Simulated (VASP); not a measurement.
# BSe (I4/mcm) in VASP: further runs

The runs below take BSe through single point, relaxation of cell and atoms, with PBE.

All numbers are computed with VASP 6.6.1; they aren't measurements. Logs are shortened: lines on timing, memory, paths and dates and some standing lists are left out, and cuts for length are marked.

**1. The cell of the first run**

It takes space group I4/mcm (No. 140, tetragonal). The conventional cell has a = 7.133 Å, b = 7.133 Å, c = 5.251 Å, α = 90.00°, β = 90.00°, γ = 90.00°. Within 2.7 Å of B (site symmetry -42m) lie 4 Se at 2.06 Å and 2 B at 2.63 Å. Within 3.6 Å of B (site symmetry 422) lie 6 B at 2.63 to 3.57 Å and 8 Se at 2.99 Å. Within 2.7 Å of Se (site symmetry m2m) lie 2 B at 2.06 Å.

**2. Single point, PBE**

File INCAR:

```
PREC = Accurate
ENCUT = 520
EDIFF = 1E-6
ISMEAR = 0
SIGMA = 0.1
LREAL = F
LASPH = T
NELM = 100
ALGO = Normal
ISIF = 2
LWAVE = F
LCHARG = F
GGA = PE
NBANDS = 28
```

File KPOINTS:

```
Automatic mesh
0
Gamma
  4 4 4
```

File POSCAR:

```
BSe
1.0
   -3.5664518995      3.5664518995      2.6254961238
    3.5664518995     -3.5664518995      2.6254961238
    3.5664518995      3.5664518995     -2.6254961238
B Se
4 4
Direct
    0.7500000000      0.2500000000      0.5000000000
    0.2500000000      0.7500000000      0.5000000000
    0.2500000000      0.2500000000      0.0000000000
    0.7500000000      0.7500000000      0.0000000000
    0.6575266068      0.1575266068      0.8150532136
    0.1575266068      0.3424733932      0.5000000000
    0.3424733932      0.8424733932      0.1849467864
    0.8424733932      0.6575266068      0.5000000000
```

Potentials or basis: VASP PAW PBE potentials, release 64 (B, Se).

Run with:

```
cat potpaw_PBE.64/B/POTCAR potpaw_PBE.64/Se/POTCAR > POTCAR
mpirun -np 1 vasp_std > vasp.out
```

OUTCAR:

```text
PREC = Accurate
   ENCUT = 520
   EDIFF = 1E-6
   ISMEAR = 0
   LREAL = F
   LASPH = T
   NELM = 100
   ISIF = 2
   GGA = PE

 ion  position               nearest neighbor table
   1  0.750  0.250  0.500-   6 2.06   8 2.06   7 2.06   5 2.06
   2  0.250  0.750  0.500-   6 2.06   8 2.06   5 2.06   7 2.06
   3  0.250  0.250  0.000-
   4  0.750  0.750  0.000-
   5  0.658  0.158  0.815-   2 2.06   1 2.06
   6  0.158  0.342  0.500-   1 2.06   2 2.06
   7  0.342  0.842  0.185-   1 2.06   2 2.06
   8  0.842  0.658  0.500-   1 2.06   2 2.06

  LATTYP: Found a body centered tetragonal cell.
 ALAT       =     7.1329037990
 C/A-ratio  =     0.7361647368

  Lattice vectors:

 A1 = (  -3.5664518995,   3.5664518995,   2.6254961238)
 A2 = (   3.5664518995,  -3.5664518995,   2.6254961238)
 A3 = (   3.5664518995,   3.5664518995,  -2.6254961238)

Analysis of symmetry for initial positions (statically):
=====================================================================
 Subroutine PRICEL returns:
 Original cell was already a primitive cell.

 Routine SETGRP: Setting up the symmetry group for a
 body centered tetragonal supercell.

 Subroutine GETGRP returns: Found 16 space group operations
 (whereof  8 operations were pure point group operations)
 out of a pool of 16 trial point group operations.

The static configuration has the point symmetry C_4h.
 The point group associated with its full space group is D_4h.

Analysis of symmetry for dynamics (positions and initial velocities):
=====================================================================
 Subroutine PRICEL returns:
 Original cell was already a primitive cell.

 Routine SETGRP: Setting up the symmetry group for a
 body centered tetragonal supercell.

 Subroutine GETGRP returns: Found 16 space group operations
 (whereof  8 operations were pure point group operations)
 out of a pool of 16 trial point group operations.

The dynamic configuration has the point symmetry C_4h.
 The point group associated with its full space group is D_4h.

 Subroutine INISYM returns: Found 16 space group operations
 (whereof  8 operations are pure point group operations),
 and found     1 'primitive' translations

----------------------------------------------------------------------------------------

[... 95 lines left out ...]
   NSW    =      0    number of steps for IOM
   IBRION =     -1    ionic relax: 0-MD 1-quasi-New 2-CG
   NFREE  =      0    steps in history (QN), initial steepest desc. (CG)
   ISIF   =      2    stress and relaxation
   ISYM   =      2    0-nonsym 1-usesym 2-fastsym
   POTIM  = 0.5000    time-step for ionic-motion
   TEBEG  =    0.0;   TEEND  =   0.0 temperature during run
   PSTRESS=    0.0 pullay stress
   NELECT =      36.0000    total number of electrons
   NUPDOWN=      -1.0000    fix difference up-down
   EMIN   =  10.00;   EMAX   =-10.00  energy-range for DOS
   EFERMI =   0.00;   METHOD = LEGACY
   ISMEAR =     0;   SIGMA  =   0.10  broadening in eV -4-tet -1-fermi 0-gaus
   EFERMI_NEDOS =   21; number of points for ismear=-14 and -15
   IALGO  =     38    algorithm
   IMIX   =      4    mixing-type and parameters
     AMIX     =   0.40;   BMIX     =  1.00
     AMIX_MAG =   1.60;   BMIX_MAG =  1.00
  volume/ion in A,a.u.               =      16.70       112.68
  Fermi-wavevector in a.u.,A,eV,Ry     =   1.057453  1.998296 15.214120  1.118206
  Thomas-Fermi vector in A             =   2.192726
   LORBIT       =      0    0 simple, 1 ext, 2 COOP (PROOUT), +10 PAW based schemes
   GGA     = PE    functional components
   LHFCALC =     F    Hartree Fock is set to
   AEXX    =    0.0000 exact exchange contribution
   IVDW    =     0    specifies the selected vdW correction
   LEPSILON=     F    determine dielectric tensor
   LRPA    =     F    only Hartree local field effects (RPA)
 non-spin polarized calculation
 Gauss-broadening in eV      SIGMA  =   0.10
  energy-cutoff  :      520.00
  volume of cell :      133.58
 maximum number of plane-waves:      3645
   NGX = 21   NGY = 21   NGZ = 21

 number of electron      36.0000000 magnetization

 Free energy of the ion-electron system (eV)
  ---------------------------------------------------
  ext. energy  EPLUGINS =         0.00000000
  ---------------------------------------------------
  free energy    TOTEN  =       -33.44074303 eV

  energy without entropy =      -33.43204625  energy(sigma->0) =      -33.43639464

 E-fermi :   3.7842     XC(G=0): -10.0059

 val. band max:        3.7739829359   @ k =   0.5000   0.5000   0.5000
 cond. band min:       3.8398210791   @ k =   0.5000   0.5000   0.5000
 fundamental gap:      0.0658381432
 Fermi energy:         3.7841643233

 k-point     1 :       0.0000    0.0000    0.0000
  band No.  band energies     occupation
      1     -11.6475      2.00000
      2      -9.2412      2.00000
      3      -8.4614      2.00000
      4      -8.4614      2.00000
      5      -3.8639      2.00000
      6      -3.3054      2.00000
[... 392 lines left out ...]
     27       8.8037      0.00000
     28       8.8766      0.00000

------------------------ aborting loop because EDIFF is reached ----------------------------------------

  FORCE on cell =-STRESS in cart. coord.  units (eV):
  Direction    XX          YY          ZZ          XY          YZ          ZX
  --------------------------------------------------------------------------------------
  -------------------------------------------------------------------------------------
  Total        0.0600818      0.0600818      0.2265637      0.0000000      0.0000000      0.0000000
  in kB        0.7206252      0.7206252      2.7174202      0.0000000      0.0000000      0.0000000
  external PRESSURE =       1.3862235 kB  Pullay stress =       0.0000000 kB

 VOLUME and BASIS-vectors are now :
 -----------------------------------------------------------------------------
  energy-cutoff  :      520.00
  volume of cell :      133.58
      direct lattice vectors                 reciprocal lattice vectors
    -3.566451900  3.566451900  2.625496124     0.000000000  0.140195358  0.190440197
     3.566451900 -3.566451900  2.625496124     0.140195358  0.000000000  0.190440197
     3.566451900  3.566451900 -2.625496124     0.140195358  0.140195358  0.000000000

 POSITION                                       TOTAL-FORCE (eV/Angst)
 -----------------------------------------------------------------------------------
      0.00000      3.56645      1.31275         0.000000      0.000000     -0.000000
      3.56645      0.00000      1.31275         0.000000      0.000000     -0.000000
      0.00000      0.00000      1.31275         0.000000     -0.000000     -0.000000
      0.00000      0.00000      3.93824         0.000000     -0.000000     -0.000000
      1.12362      4.69007     -0.00000         0.040432      0.040432     -0.000000
      2.44283      1.12362      0.00000        -0.040432      0.040432      0.000000
      2.44283     -1.12362      2.62550        -0.040432     -0.040432      0.000000
      1.12362      2.44283      2.62550         0.040432     -0.040432     -0.000000
 -----------------------------------------------------------------------------------
    total drift:                                0.000000     -0.000000      0.000000

  FREE ENERGIE OF THE ION-ELECTRON SYSTEM (eV)
  ---------------------------------------------------
  free  energy   TOTEN  =       -33.4407430322 eV

  energy  without entropy=      -33.4320462472  energy(sigma->0) =      -33.43639464
```

Wall time 84 s (1 thread of Intel Xeon 8259CL, shared host); peak memory 0.26 GiB.

What came out:

```
Free energy            : -33.4407 eV
Pressure               : 0.1 GPa
Largest force          : 0.057 eV/Å
Band gap on the k mesh : zero (bands 18 and 19 overlap by 0.54 eV)
```

Forces on the atoms (eV/Å):
```
B    0.000  0.000  0.000
B    0.000  0.000  0.000
B    0.000  0.000  0.000
B    0.000  0.000  0.000
Se   0.040  0.040  0.000
Se  -0.040  0.040  0.000
Se  -0.040 -0.040  0.000
Se   0.040 -0.040  0.000
```

Stress tensor (GPa, compression positive):
```
0.07 0.00 0.00
0.00 0.07 0.00
0.00 0.00 0.27
```

Levels at points of the mesh, in eV from the Fermi level:
| k point | band 15 | band 16 | band 17 | band 18 | band 19 | band 20 | band 21 | band 22 |
| --- | --- | --- | --- | --- | --- | --- | --- | --- |
| (0.00, 0.00, 0.00) | -1.33 | -1.33 | -1.27 | -0.21 | 2.35 | 2.58 | 2.58 | 2.80 |
| (0.50, 0.00, 0.00) | -1.06 | -1.06 | -0.67 | -0.67 | 1.89 | 1.89 | 2.51 | 2.51 |
| (0.50, 0.50, 0.00) | -1.54 | -0.82 | -0.75 | -0.48 | 0.67 | 1.18 | 1.62 | 1.71 |
| (0.50, 0.50, 0.50) | -2.37 | -2.22 | -0.68 | -0.01 | 0.06 | 2.15 | 2.15 | 2.19 |

Caveat: the k points lie up to 0.37 Å⁻¹ apart, too coarse for converged energies and pressures of a metal.

**3. Relaxation of cell and atoms, PBE**

File INCAR:

```
PREC = Accurate ; ENCUT = 600
EDIFF = 1E-6 ; ISMEAR = 0
SIGMA = 0.1 ; LREAL = F
LASPH = T ; NELM = 80
ALGO = Normal ; ISIF = 3
LWAVE = F ; LCHARG = F
GGA = PE ; IBRION = 2
NSW = 90 ; EDIFFG = -0.04
```

File KPOINTS:

```
regular mesh
0
Gamma
  4 4 4
```

File POSCAR:

```
BSe
1.0
   -3.3680455909      3.3680455909      2.9415245336
    3.3680455909     -3.3680455909      2.9415245336
    3.3680455909      3.3680455909     -2.9415245336
B Se
4 4
Direct
    0.7500000000      0.2500000000      0.5000000000
    0.2500000000      0.7500000000      0.5000000000
    0.2500000000      0.2500000000      0.0000000000
    0.7500000000      0.7500000000      0.0000000000
    0.6790000000      0.1790000000      0.8580000000
    0.1790000000      0.3210000000      0.5000000000
    0.3210000000      0.8210000000      0.1420000000
    0.8210000000      0.6790000000      0.5000000000
```

Potentials or basis: VASP PAW PBE potentials, release 64 (B, Se).

Run with:

```
cat potpaw_PBE.64/B/POTCAR potpaw_PBE.64/Se/POTCAR > POTCAR
mpirun -np 1 vasp_std > vasp.out
```

Run time: 9.7 min. Hardware: 1 thread of Intel Xeon 8259CL, shared host; peak memory 0.36 GiB.

It converged, with:

```
Free energy                           : -33.4427 eV
Relaxed volume                        : 16.58 Å³/atom
Relaxed cell                          : a = 5.669 Å, b = 5.669 Å, c = 5.669 Å, α = 102.42°, β = 102.42°, γ = 124.74°
Space group after relaxing (to 0.1 Å) : I4/mcm (No. 140)
Energy gained by relaxing             : 189.0 meV/atom
Ionic steps                           : 10
Pressure after relaxing               : 0.1 GPa
Largest force after relaxing          : 0.029 eV/Å
Band gap on the k mesh                : zero (bands 18 and 19 overlap by 0.55 eV)
```

Forces on the atoms (eV/Å):
```
B    0.000  0.000  0.000
B    0.000  0.000  0.000
B    0.000  0.000  0.000
B    0.000  0.000  0.000
Se  -0.020 -0.020  0.000
Se   0.020 -0.020  0.000
Se   0.020  0.020  0.000
Se  -0.020  0.020  0.000
```

Stress tensor (GPa, compression positive):
```
0.06 0.00 0.00
0.00 0.06 0.00
0.00 0.00 0.15
```

Step by step:
| step | energy change (eV) | largest force (eV/Å) | pressure (GPa) | volume (Å³) |
| --- | --- | --- | --- | --- |
| 1 | 0.0000 | 2.0933 | -8.33 | 133.47 |
| 2 | -1.0732 | 0.2719 | 5.23 | 117.28 |
| 3 | -1.0792 | 0.4399 | 4.03 | 118.24 |
| 4 | -1.3289 | 0.2191 | 2.89 | 122.30 |
| 5 | -1.4900 | 0.2330 | 2.14 | 129.13 |
| 6 | -1.4909 | 0.2807 | 2.13 | 129.83 |
| 7 | -1.4788 | 0.4599 | -2.25 | 135.66 |
| 8 | -1.5114 | 0.0613 | 0.09 | 132.36 |
| 9 | -1.5114 | 0.0546 | 0.12 | 132.31 |
| 10 | -1.5123 | 0.0288 | 0.09 | 132.62 |

Final structure:
```yaml
crystal:
  lattice:
    - [-3.55136, 3.55136, 2.62886]
    - [3.55136, -3.55136, 2.62886]
    - [3.55136, 3.55136, -2.62886]
  atoms:
    - { symbol: B, position: [0.75000, 0.25000, 0.50000] }
    - { symbol: B, position: [0.25000, 0.75000, 0.50000] }
    - { symbol: B, position: [0.25000, 0.25000, 0.00000] }
    - { symbol: B, position: [0.75000, 0.75000, 0.00000] }
    - { symbol: Se, position: [0.65854, 0.15854, 0.81708] }
    - { symbol: Se, position: [0.15854, 0.34146, 0.50000] }
    - { symbol: Se, position: [0.34146, 0.84146, 0.18292] }
    - { symbol: Se, position: [0.84146, 0.65854, 0.50000] }
```

Levels at points of the mesh, in eV from the Fermi level:
```
           k point  band 14  band 15  band 16  band 17  band 18  band 19  band 20  band 21  band 22  band 23
(0.00, 0.00, 0.00)    -3.20    -1.37    -1.37    -1.26    -0.22     2.39     2.57     2.57     2.84     2.84
(0.50, 0.00, 0.00)    -2.18    -1.07    -1.07    -0.71    -0.71     1.87     1.87     2.46     2.46     2.86
(0.50, 0.50, 0.00)    -1.99    -1.59    -0.83    -0.78    -0.53     0.69     1.18     1.56     1.68     4.45
(0.50, 0.50, 0.50)    -2.37    -2.37    -2.29    -0.67    -0.04     0.11     2.14     2.14     2.15     2.15
```
